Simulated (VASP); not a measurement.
A run of VASP 6.6.1 is set up as follows.

The input INCAR:

```
SYSTEM = ZnS
PREC     = Accurate       ! precision mode
ENCUT    = 520            ! plane-wave cutoff, eV
EDIFF    = 1E-6           ! SCF threshold, eV
ISMEAR   = 0              ! smearing method
SIGMA    = 0.05           ! smearing width, eV
LREAL    = .False.        ! projectors in reciprocal space
LASPH    = .True.         ! aspherical terms in the spheres
NELM     = 80             ! most SCF steps
ALGO     = Normal         ! electronic algorithm
ISIF     = 2              ! what is computed and relaxed
LWAVE    = .False.        ! write WAVECAR
LCHARG   = .False.        ! write CHGCAR
GGA      = PE             ! functional
NBANDS   = 46             ! bands
```

File KPOINTS:

```
Automatic mesh
0
Gamma
  6 6 6
  0 0 0
```

File POSCAR:

```
ZnS
1.0
    5.4431279692      0.0000000000      0.0000000000
    0.0000000000     -5.4431279692      0.0000000000
    0.0000000000      0.0000000000     -5.4431279692
Zn S
4 4
Direct
    0.5000000000      0.0000000000      0.5000000000
    0.0000000000      0.5000000000      0.5000000000
    0.0000000000      0.0000000000      0.0000000000
    0.5000000000      0.5000000000      1.0000000000
    0.7500000000      0.7500000000      0.7500000000
    0.2500000000      0.2500000000      0.7500000000
    0.2500000000      0.7500000000      0.2500000000
    0.7500000000      0.2500000000      0.2500000000
```

Potentials or basis: VASP PAW PBE potentials, release 64 (Zn, S).

Launch:

```sh
$ cat potpaw_PBE.64/Zn/POTCAR potpaw_PBE.64/S/POTCAR > POTCAR
$ mpirun -np 1 vasp_std > vasp.out
```

(1) Estimate the band gap on the k mesh.

(2) Estimate the pressure.

## Answers

(1) 2.02 eV.

(2) 0.2 GPa.
